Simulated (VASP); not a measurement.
# Nb16H (a cell with a defect) in VASP: single point with PBE

Aim: the single point of Nb16H (a cell with a defect) with PBE.

All numbers are computed with VASP 6.6.1; they aren't measurements. Logs are shortened: lines on timing, memory, paths and dates and some standing lists are left out, and cuts for length are marked.

### 1 The cell of the first run

The cell holds a defect, 17 atoms: a = 6.600 Å, b = 6.600 Å, c = 6.600 Å, α = 90.00°, β = 90.00°, γ = 90.00°.

### 2 Single point, PBE

Contents of INCAR:

```
SYSTEM = Nb16H
PREC = Accurate
ENCUT = 520
EDIFF = 1E-6
ISMEAR = 0
SIGMA = 0.05
LREAL = Auto
LASPH = .TRUE.
NELM = 60
ALGO = Normal
ISIF = 2
LWAVE = .FALSE.
LCHARG = .FALSE.
GGA = PE
NBANDS = 118
```

Contents of KPOINTS:

```
Automatic mesh
0
G
  3 3 3
  0 0 0
```

Contents of POSCAR:

```
Nb16H
1.0
    6.6000000000      0.0000000000      0.0000000000
    0.0000000000      6.6000000000      0.0000000000
    0.0000000000      0.0000000000      6.6000000000
Nb H
16 1
Direct
    0.0029034848      0.0001859091      0.0004842424
    0.5089213636     -0.0089406061      0.0004884848
   -0.0019259091      0.5017772727      0.0004662121
   -0.0000309091      0.0020016667      0.5004859091
    0.2452653030      0.2544328788      0.2622319697
    0.4996436364      0.4970336364      0.0004600000
    0.5013362121     -0.0016221212      0.5004850000
    0.7494495455      0.2484669697      0.2505219697
   -0.0045274242      0.5040893939      0.5004639394
    0.2513680303      0.7502490909      0.2505142424
    0.2452530303      0.2544515152      0.7387462121
    0.4976019697      0.4997365152      0.5004636364
    0.7521937879      0.7476298485      0.2494893939
    0.7494398485      0.2484759091      0.7504280303
    0.2513633333      0.7502621212      0.7504380303
    0.7521895455      0.7476401515      0.7514186364
    0.3093463636      0.1904504545      0.0004856061
```

Potentials or basis: VASP PAW PBE potentials, release 64 (Nb_sv, H).

The run is started by

```bash
> cat potpaw_PBE.64/Nb_sv/POTCAR potpaw_PBE.64/H/POTCAR > POTCAR
> mpirun -np 1 vasp_std > vasp.out
```

OUTCAR:

```text
SYSTEM = Nb16H
   PREC = Accurate
   ENCUT = 520
   EDIFF = 1E-6
   ISMEAR = 0
   LREAL = Auto
   LASPH = .TRUE.
   NELM = 60
   ISIF = 2
   GGA = PE

 ion  position               nearest neighbor table
   1  0.003  0.000  0.000-  15 2.85  10 2.85   8 2.86  14 2.86  13 2.87  16 2.87  11 2.89   5 2.89

   2  0.509  0.991  0.000-  17 1.86  13 2.80  16 2.80   8 2.85  14 2.85  10 2.85  15 2.85   5 3.01
                            11 3.01
   3  0.998  0.502  0.000-  13 2.82  16 2.82  15 2.86  10 2.86  14 2.87   8 2.87  11 2.88   5 2.88

   4  1.000  0.002  0.500-   5 2.81  11 2.81  14 2.85   8 2.85  15 2.87  16 2.87  10 2.87  13 2.87

   5  0.245  0.254  0.262-  17 1.83  12 2.80   4 2.81   9 2.81   7 2.86   3 2.88   1 2.89   6 2.89
                             2 3.01
   6  0.500  0.497  0.000-  14 2.85   8 2.85  15 2.86  10 2.86  13 2.87  16 2.87  11 2.89   5 2.89

   7  0.501  0.998  0.500-  15 2.85  10 2.85  14 2.85   8 2.85   5 2.86  11 2.86  16 2.87  13 2.87

   8  0.749  0.248  0.251-   4 2.85   7 2.85   2 2.85   6 2.85   9 2.86   1 2.86   3 2.87  12 2.87

   9  0.995  0.504  0.500-   5 2.81  16 2.81  13 2.81  11 2.81   8 2.86  14 2.86  10 2.87  15 2.87

  10  0.251  0.750  0.251-  12 2.85   7 2.85   1 2.85   2 2.85   6 2.86   3 2.86   9 2.87   4 2.87

  11  0.245  0.254  0.739-  17 1.83  12 2.80   4 2.81   9 2.81   7 2.86   3 2.88   1 2.89   6 2.89
                             2 3.01
  12  0.498  0.500  0.500-   5 2.80  11 2.80  10 2.85  15 2.85   8 2.87  14 2.87  16 2.87  13 2.87

  13  0.752  0.748  0.249-   2 2.80   9 2.81   3 2.82   6 2.87   1 2.87   7 2.87   4 2.87  12 2.87

  14  0.749  0.248  0.750-   4 2.85   7 2.85   2 2.85   6 2.85   9 2.86   1 2.86   3 2.87  12 2.87

  15  0.251  0.750  0.750-  12 2.85   7 2.85   1 2.85   2 2.85   6 2.86   3 2.86   9 2.87   4 2.87

  16  0.752  0.748  0.751-   2 2.80   9 2.81   3 2.82   6 2.87   1 2.87   7 2.87   4 2.87  12 2.87

  17  0.309  0.190  0.000-   5 1.83  11 1.83   2 1.86

  LATTYP: Found a simple cubic cell.
 ALAT       =     6.6000000000

  Lattice vectors:

 A1 = (   6.6000000000,   0.0000000000,   0.0000000000)
 A2 = (   0.0000000000,   6.6000000000,   0.0000000000)
 A3 = (   0.0000000000,   0.0000000000,   6.6000000000)

Analysis of symmetry for initial positions (statically):
=====================================================================
 Subroutine PRICEL returns:
 Original cell was already a primitive cell.

 Routine SETGRP: Setting up the symmetry group for a
 simple cubic supercell.

 Subroutine GETGRP returns: Found  1 space group operations
 (whereof  1 operations were pure point group operations)
 out of a pool of 48 trial point group operations.

The static configuration has the point symmetry C_1 .

Analysis of symmetry for dynamics (positions and initial velocities):
=====================================================================
 Subroutine PRICEL returns:
 Original cell was already a primitive cell.

 Routine SETGRP: Setting up the symmetry group for a
 simple cubic supercell.

 Subroutine GETGRP returns: Found  1 space group operations
 (whereof  1 operations were pure point group operations)
 out of a pool of 48 trial point group operations.

The dynamic configuration has the point symmetry C_1 .

 Subroutine INISYM returns: Found  1 space group operations
 (whereof  1 operations are pure point group operations),
 and found     1 'primitive' translations

----------------------------------------------------------------------------------------

                                     Primitive cell

  volume of cell :     287.4960

  direct lattice vectors                    reciprocal lattice vectors
     6.600000000  0.000000000  0.000000000     0.151515152  0.000000000  0.000000000
     0.000000000  6.600000000  0.000000000     0.000000000  0.151515152  0.000000000
     0.000000000  0.000000000  6.600000000     0.000000000  0.000000000  0.151515152

  length of vectors
     6.600000000  6.600000000  6.600000000     0.151515152  0.151515152  0.151515152

  position of ions in fractional coordinates (direct lattice)
     0.002903485  0.000185909  0.000484242
     0.508921364  0.991059394  0.000488485
     0.998074091  0.501777273  0.000466212
     0.999969091  0.002001667  0.500485909
     0.245265303  0.254432879  0.262231970
     0.499643636  0.497033636  0.000460000
[... 9 lines left out ...]
     0.752189546  0.747640152  0.751418636
     0.309346364  0.190450455  0.000485606

  ion indices of the primitive-cell ions
   primitive index   ion index
                 1           1
                 2           2
                 3           3
                 4           4
                 5           5
                 6           6
[... 9 lines left out ...]
                16          16
                17          17

----------------------------------------------------------------------------------------

 KPOINTS: Automatic mesh

Automatic generation of k-mesh.
 Grid dimensions read from file:
 generate k-points for:    3    3    3

 Generating k-lattice:

  Cartesian coordinates                     Fractional coordinates (reciprocal lattice)
     0.050505051  0.000000000  0.000000000     0.333333333  0.000000000  0.000000000
     0.000000000  0.050505051  0.000000000     0.000000000  0.333333333  0.000000000
     0.000000000  0.000000000  0.050505051     0.000000000  0.000000000  0.333333333

  Length of vectors
     0.050505051  0.050505051  0.050505051

  Shift w.r.t. Gamma in fractional coordinates (k-lattice)
     0.000000000  0.000000000  0.000000000

 Subroutine IBZKPT returns following result:
 ===========================================

 Found     14 irreducible k-points:

 Following reciprocal coordinates:
            Coordinates               Weight
  0.000000  0.000000  0.000000      1.000000
  0.333333  0.000000  0.000000      2.000000
  0.000000  0.333333  0.000000      2.000000
  0.000000  0.000000  0.333333      2.000000
  0.333333  0.333333  0.000000      2.000000
  0.000000  0.333333  0.333333      2.000000
  0.333333  0.000000  0.333333      2.000000
 -0.333333  0.333333  0.000000      2.000000
 -0.333333  0.000000  0.333333      2.000000
  0.000000 -0.333333  0.333333      2.000000
  0.333333  0.333333  0.333333      2.000000
 -0.333333  0.333333  0.333333      2.000000
 -0.333333 -0.333333  0.333333      2.000000
  0.333333 -0.333333  0.333333      2.000000
   k-points           NKPTS =     14   k-points in BZ     NKDIM =     14   number of bands    NBANDS=    118
   number of dos      NEDOS =    301   number of ions     NIONS =     17
   total plane-waves  NPLWV = 125000
   dimension x,y,z NGX =    50 NGY =   50 NGZ =   50
   dimension x,y,z NGXF=   100 NGYF=  100 NGZF=  100
   ions per type =              16   1
   NGX,Y,Z   is equivalent  to a cutoff of  12.59, 12.59, 12.59 a.u.
   NGXF,Y,Z  is equivalent  to a cutoff of  25.19, 25.19, 25.19 a.u.
 SYSTEM =  Nb16H
   PREC   = accura    normal or accurate (medium, high low for compatibility)
   ISTART =      0    job   : 0-new  1-cont  2-samecut
   ICHARG =      2    charge: 1-file 2-atom 10-const
   ISPIN  =      1    spin polarized calculation?
   LNONCOLLINEAR =      F non collinear calculations
   LSORBIT =      F    spin-orbit coupling
   LASPH  =      T    aspherical Exc in radial PAW
   ENCUT  =  520.0 eV  38.22 Ry    6.18 a.u.  12.27 12.27 12.27*2*pi/ulx,y,z
   NELM   =     60;   NELMIN=  2; NELMDL= -5     # of ELM steps
   EDIFF  = 0.1E-05   stopping-criterion for ELM
   LREAL  =      T    real-space projection
   EDIFFG = 0.1E-04   stopping-criterion for IOM
   NSW    =      0    number of steps for IOM
   IBRION =     -1    ionic relax: 0-MD 1-quasi-New 2-CG
   NFREE  =      0    steps in history (QN), initial steepest desc. (CG)
   ISIF   =      2    stress and relaxation
   ISYM   =      2    0-nonsym 1-usesym 2-fastsym
   POTIM  = 0.5000    time-step for ionic-motion
   TEBEG  =    0.0;   TEEND  =   0.0 temperature during run
   PSTRESS=    0.0 pullay stress
   NELECT =     209.0000    total number of electrons
   NUPDOWN=      -1.0000    fix difference up-down
   EMIN   =  10.00;   EMAX   =-10.00  energy-range for DOS
   EFERMI =   0.00;   METHOD = LEGACY
   ISMEAR =     0;   SIGMA  =   0.05  broadening in eV -4-tet -1-fermi 0-gaus
   EFERMI_NEDOS =   21; number of points for ismear=-14 and -15
   IALGO  =     38    algorithm
   IMIX   =      4    mixing-type and parameters
     AMIX     =   0.40;   BMIX     =  1.00
     AMIX_MAG =   1.60;   BMIX_MAG =  1.00
  volume/ion in A,a.u.               =      16.91       114.12
  Fermi-wavevector in a.u.,A,eV,Ry     =   1.472018  2.781710 29.481589  2.166836
  Thomas-Fermi vector in A             =   2.587083
   LORBIT       =      0    0 simple, 1 ext, 2 COOP (PROOUT), +10 PAW based schemes
   GGA     = PE    functional components
   LHFCALC =     F    Hartree Fock is set to
   AEXX    =    0.0000 exact exchange contribution
   IVDW    =     0    specifies the selected vdW correction
   LEPSILON=     F    determine dielectric tensor
   LRPA    =     F    only Hartree local field effects (RPA)
 non-spin polarized calculation
 Gauss-broadening in eV      SIGMA  =   0.05
  energy-cutoff  :      520.00
  volume of cell :      287.50
 maximum number of plane-waves:      7809
 NGX is ok and might be reduce to    50
   NGX = 25   NGY = 25   NGZ = 25

 number of electron     209.0000016 magnetization

 Free energy of the ion-electron system (eV)
  ---------------------------------------------------
  ext. energy  EPLUGINS =         0.00000000
  ---------------------------------------------------
  free energy    TOTEN  =      -167.28580422 eV

  energy without entropy =     -167.27254623  energy(sigma->0) =     -167.27917523

 E-fermi :  11.2344     XC(G=0): -12.5424

 val. band max:       11.2288179139   @ k =   0.0000   0.3333   0.0000
 cond. band min:      11.2696026351   @ k =  -0.3333   0.0000   0.3333
 fundamental gap:      0.0407847212
 Fermi energy:        11.2343798428

 k-point     1 :       0.0000    0.0000    0.0000
  band No.  band energies     occupation
      1     -43.0812      2.00000
      2     -42.9048      2.00000
      3     -42.8910      2.00000
      4     -42.8802      2.00000
      5     -42.8512      2.00000
      6     -42.8494      2.00000
[... 108 lines left out ...]
    115      13.5314      0.00000
    116      13.5401      0.00000
[... 1545 lines left out ...]
    115      13.6633      0.00000
    116      13.7273      0.00000
 [bands above 116 left out]

------------------------ aborting loop because EDIFF is reached ----------------------------------------

  FORCE on cell =-STRESS in cart. coord.  units (eV):
  Direction    XX          YY          ZZ          XY          YZ          ZX
  --------------------------------------------------------------------------------------
  -------------------------------------------------------------------------------------
  Total        3.1185935      3.1215924      6.0591377     -1.1949212     -0.0015005      0.0021913
  in kB       17.3795104     17.3962232     33.7667761     -6.6591382     -0.0083618      0.0122120
  external PRESSURE =      22.8475033 kB  Pullay stress =       0.0000000 kB

 VOLUME and BASIS-vectors are now :
 -----------------------------------------------------------------------------
  energy-cutoff  :      520.00
  volume of cell :      287.50
      direct lattice vectors                 reciprocal lattice vectors
     6.600000000  0.000000000  0.000000000     0.151515152  0.000000000  0.000000000
     0.000000000  6.600000000  0.000000000     0.000000000  0.151515152  0.000000000
     0.000000000  0.000000000  6.600000000     0.000000000  0.000000000  0.151515152

 POSITION                                       TOTAL-FORCE (eV/Angst)
 -----------------------------------------------------------------------------------
      0.01916      0.00123      0.00320        -0.009984     -0.016453     -0.000483
      3.35888      6.54099      0.00322        -0.019692      0.011657     -0.000865
      6.58729      3.31173      0.00308         0.027080     -0.030282      0.000138
      6.59980      0.01321      3.30321        -0.031319      0.006929     -0.000714
      1.61875      1.67926      1.73073        -0.003054      0.004355      0.010070
      3.29765      3.28042      0.00304         0.014174      0.004531      0.000302
[... 9 lines left out ...]
      4.96445      4.93442      4.95936         0.010619     -0.012232      0.000176
      2.04169      1.25697      0.00321         0.017794     -0.017368     -0.000050
 -----------------------------------------------------------------------------------
    total drift:                               -0.001469      0.000563      0.000084

  FREE ENERGIE OF THE ION-ELECTRON SYSTEM (eV)
  ---------------------------------------------------
  free  energy   TOTEN  =      -167.2858042181 eV

  energy  without entropy=     -167.2725462322  energy(sigma->0) =     -167.27917523
```

It took 13 min on 1 thread of AMD EPYC 7R13 (Zen 3), shared host; peak memory 0.49 GiB.

Results:

```yaml
Free_energy: -167.2858 eV
Pressure: 2.3 GPa
Largest_force: 0.055 eV/Å
Band_gap_on_the_k_mesh: zero (an odd number of electrons rules out a gap without spin polarisation)
```

Forces on the atoms (eV/Å):
```
Nb  -0.010 -0.016  0.000
Nb  -0.020  0.012 -0.001
Nb   0.027 -0.030  0.000
Nb  -0.031  0.007 -0.001
Nb  -0.003  0.004  0.010
Nb   0.014  0.005  0.000
Nb  -0.039  0.040  0.000
Nb  -0.003 -0.006  0.009
Nb   0.025 -0.016  0.000
Nb   0.003  0.007  0.010
Nb  -0.002  0.003 -0.010
Nb  -0.002  0.034  0.000
Nb   0.011 -0.012  0.001
Nb  -0.003 -0.006 -0.009
Nb   0.003  0.006 -0.010
Nb   0.011 -0.012  0.000
H    0.018 -0.017  0.000
```

Levels at points of the mesh, in eV from the Fermi level:
```tsv
k point	band 99	band 100	band 101	band 102	band 103	band 104	band 105	band 106	band 107	band 108
(0.00, 0.00, 0.00)	0.37	0.40	0.68	0.88	0.91	0.92	0.95	0.96	0.99	1.00
```
